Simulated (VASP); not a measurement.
# In (P6_3/mmc) in VASP: notebook, part 2 of 2

VASP 6.6.1. The steps go on from the part before.

### 3 Single point, r2SCAN

File POSCAR:

```
In
1.0
    3.3354850000      0.0000000000      0.0000000000
   -1.6677420000      2.8886150000      0.0000000000
    0.0000000000      0.0000000000      5.5091430000
In
2
Direct
    0.3333333333      0.6666666667      0.2500000000
    0.6666666667      0.3333333333      0.7500000000
```

File INCAR.step1:

```
PREC     = Accurate       # precision mode
ENCUT    = 520            # plane-wave cutoff, eV
ISMEAR   = -1             # smearing method
SIGMA    = 0.02           # smearing width, eV
LREAL    = F              # projectors in reciprocal space
LASPH    = T              # aspherical terms in the spheres
NELM     = 100            # most SCF steps
NBANDS   = 20             # bands
GGA      = PE             # functional
ALGO     = Normal         # electronic algorithm
EDIFF    = 1E-4           # SCF threshold, eV
LWAVE    = T              # write WAVECAR
LCHARG   = F              # write CHGCAR
```

File INCAR.step2:

```
PREC     = Accurate       # precision mode
ENCUT    = 520            # plane-wave cutoff, eV
EDIFF    = 1E-6           # SCF threshold, eV
ISMEAR   = -1             # smearing method
SIGMA    = 0.02           # smearing width, eV
LREAL    = F              # projectors in reciprocal space
LASPH    = T              # aspherical terms in the spheres
NELM     = 100            # most SCF steps
ALGO     = Normal         # electronic algorithm
ISIF     = 2              # what is computed and relaxed
LWAVE    = F              # write WAVECAR
LCHARG   = F              # write CHGCAR
METAGGA  = R2SCAN         # meta-GGA
LMIXTAU  = T            
NBANDS   = 20             # bands
ISTART   = 1
```

File KPOINTS:

```
regular mesh
0
Gamma
  8 8 4
```

Potentials or basis: VASP PAW PBE potentials, release 64 (In_d).

On the command line:

```console
$ cat potpaw_PBE.64/In_d/POTCAR > POTCAR
$ cp INCAR.step1 INCAR
$ mpirun -np 1 vasp_std > vasp.out
$ cp INCAR.step2 INCAR
$ mpirun -np 1 vasp_std > vasp.out
```

OUTCAR:

```text
PREC = Accurate
   ENCUT = 520
   EDIFF = 1E-6
   ISMEAR = -1
   LREAL = F
   LASPH = T
   NELM = 100
   ISIF = 2
   METAGGA = R2SCAN
   ISTART = 1

 ion  position               nearest neighbor table
   1  0.333  0.667  0.250-   2 3.36   2 3.36   2 3.36   2 3.36   2 3.36   2 3.36
   2  0.667  0.333  0.750-   1 3.36   1 3.36   1 3.36   1 3.36   1 3.36   1 3.36

  LATTYP: Found a hexagonal cell.
 ALAT       =     3.3354850000
 C/A-ratio  =     1.6516767427

  Lattice vectors:

 A1 = (   3.3354850000,   0.0000000000,   0.0000000000)
 A2 = (  -1.6677420000,   2.8886150000,   0.0000000000)
 A3 = (   0.0000000000,   0.0000000000,   5.5091430000)

Analysis of symmetry for initial positions (statically):
=====================================================================
 Subroutine PRICEL returns:
 Original cell was already a primitive cell.

 Routine SETGRP: Setting up the symmetry group for a
 hexagonal supercell.

 Subroutine GETGRP returns: Found 24 space group operations
 (whereof 12 operations were pure point group operations)
 out of a pool of 24 trial point group operations.

The static configuration has the point symmetry D_3d.
 The point group associated with its full space group is D_6h.

Analysis of symmetry for dynamics (positions and initial velocities):
=====================================================================
 Subroutine PRICEL returns:
 Original cell was already a primitive cell.

 Routine SETGRP: Setting up the symmetry group for a
 hexagonal supercell.

 Subroutine GETGRP returns: Found 24 space group operations
 (whereof 12 operations were pure point group operations)
 out of a pool of 24 trial point group operations.

The dynamic configuration has the point symmetry D_3d.
[... 106 lines left out ...]
   ISIF   =      2    stress and relaxation
   ISYM   =      2    0-nonsym 1-usesym 2-fastsym
   POTIM  = 0.5000    time-step for ionic-motion
   TEBEG  =    0.0;   TEEND  =   0.0 temperature during run
   PSTRESS=    0.0 pullay stress
   NELECT =      26.0000    total number of electrons
   NUPDOWN=      -1.0000    fix difference up-down
   EMIN   =  10.00;   EMAX   =-10.00  energy-range for DOS
   EFERMI =   0.00;   METHOD = LEGACY
   ISMEAR =    -1;   SIGMA  =   0.02  broadening in eV -4-tet -1-fermi 0-gaus
   EFERMI_NEDOS =   21; number of points for ismear=-14 and -15
   IALGO  =     38    algorithm
   IMIX   =      4    mixing-type and parameters
     AMIX     =   0.40;   BMIX     =  1.00
     AMIX_MAG =   1.60;   BMIX_MAG =  1.00
  volume/ion in A,a.u.               =      26.54       179.10
  Fermi-wavevector in a.u.,A,eV,Ry     =   1.290491  2.438675 22.658701  1.665368
  Thomas-Fermi vector in A             =   2.422319
   LORBIT       =      0    0 simple, 1 ext, 2 COOP (PROOUT), +10 PAW based schemes
   METAGGA = R2SCAN    functional components
   LHFCALC =     F    Hartree Fock is set to
   AEXX    =    0.0000 exact exchange contribution
   IVDW    =     0    specifies the selected vdW correction
   LEPSILON=     F    determine dielectric tensor
   LRPA    =     F    only Hartree local field effects (RPA)
 non-spin polarized calculation
  energy-cutoff  :      520.00
  volume of cell :       53.08
 maximum number of plane-waves:      1460
 NGX is ok and might be reduce to    28
   NGX = 13   NGY = 13   NGZ = 21

 number of electron      26.0000008 magnetization

 Free energy of the ion-electron system (eV)
  ---------------------------------------------------
  ext. energy  EPLUGINS =         0.00000000
  ---------------------------------------------------
  free energy    TOTEN  =       -45.02790665 eV

  energy without entropy =      -45.02274755  energy(sigma->0) =      -45.02532710

 E-fermi :   7.4479     XC(G=0): -11.0057

 val. band max:        7.2041455402   @ k =   0.2500   0.2500   0.0000
 cond. band min:       7.4540038142   @ k =   0.2500   0.2500   0.5000
 fundamental gap:      0.2498582740
 Fermi energy:         7.4479338081

 k-point     1 :       0.0000    0.0000    0.0000
  band No.  band energies     occupation
      1      -7.9730      2.00000
      2      -7.9101      2.00000
      3      -7.8616      2.00000
      4      -7.8616      2.00000
      5      -7.8335      2.00000
      6      -7.8335      2.00000
[... 541 lines left out ...]
     19      16.4018      0.00000
     20      16.4018      0.00000

 [... further k-points ...]
[... 5 lines left out ...]
  --------------------------------------------------------------------------------------
  -------------------------------------------------------------------------------------
  Total       -0.2697763     -0.2697763      0.3126767     -0.0000000      0.0000000      0.0000000
  in kB       -8.1429475     -8.1429489      9.4378582     -0.0000014      0.0000000      0.0000000
  external PRESSURE =      -2.2826794 kB  Pullay stress =       0.0000000 kB

 VOLUME and BASIS-vectors are now :
 -----------------------------------------------------------------------------
  energy-cutoff  :      520.00
  volume of cell :       53.08
      direct lattice vectors                 reciprocal lattice vectors
     3.335485000  0.000000000  0.000000000     0.299806475  0.173093282  0.000000000
    -1.667742000  2.888615000  0.000000000     0.000000000  0.346186667  0.000000000
     0.000000000  0.000000000  5.509143000     0.000000000  0.000000000  0.181516435

 POSITION                                       TOTAL-FORCE (eV/Angst)
 -----------------------------------------------------------------------------------
      0.00000      1.92574      1.37729         0.000000     -0.000000      0.000000
      1.66774      0.96287      4.13186        -0.000000      0.000000     -0.000000
 -----------------------------------------------------------------------------------
    total drift:                               -0.000000      0.000000      0.000000

  FREE ENERGIE OF THE ION-ELECTRON SYSTEM (eV)
  ---------------------------------------------------
  free  energy   TOTEN  =       -45.0279066512 eV

  energy  without entropy=      -45.0227475471  energy(sigma->0) =      -45.02532710
```

OSZICAR.step1:

```text
N       E                     dE             d eps       ncg     rms          rms(c)
DAV:   1     0.209268765503E+03    0.20927E+03   -0.13225E+04  1200   0.183E+03
DAV:   2     0.108542153519E+02   -0.19841E+03   -0.19431E+03  1200   0.374E+02
DAV:   3    -0.458193424972E+01   -0.15436E+02   -0.15356E+02  1408   0.118E+02
DAV:   4    -0.503646235497E+01   -0.45453E+00   -0.45384E+00  1456   0.222E+01
DAV:   5    -0.506107768435E+01   -0.24615E-01   -0.24605E-01  1784   0.431E+00    0.325E+00
DAV:   6    -0.501653871926E+01    0.44539E-01   -0.81150E-02  1628   0.466E+00    0.150E+00
DAV:   7    -0.500776175375E+01    0.87770E-02   -0.23094E-02  1644   0.225E+00    0.360E-01
DAV:   8    -0.500715666232E+01    0.60509E-03   -0.15676E-03  1400   0.493E-01    0.452E-02
DAV:   9    -0.500717281105E+01   -0.16149E-04   -0.40081E-05   760   0.836E-02
   1 F= -.50071728E+01 E0= -.50045616E+01  d E =-.522233E-02
```

It took 3.6 min on 1 thread of Intel Xeon 6975P-C, shared host; peak memory 0.19 GiB.

Results:

| Quantity | Value |
| --- | --- |
| Free energy | -45.0279 eV |
| Pressure | -0.2 GPa |
| Band gap on the k mesh | zero (band 13 reaches 11.11 eV, above the bottom of band 14 at 4.55 eV) |

Caveat: the PAW data sets were made with another functional, which shifts forces and pressure a little; spin-orbit coupling is left out, which moves the levels of the heavy elements.
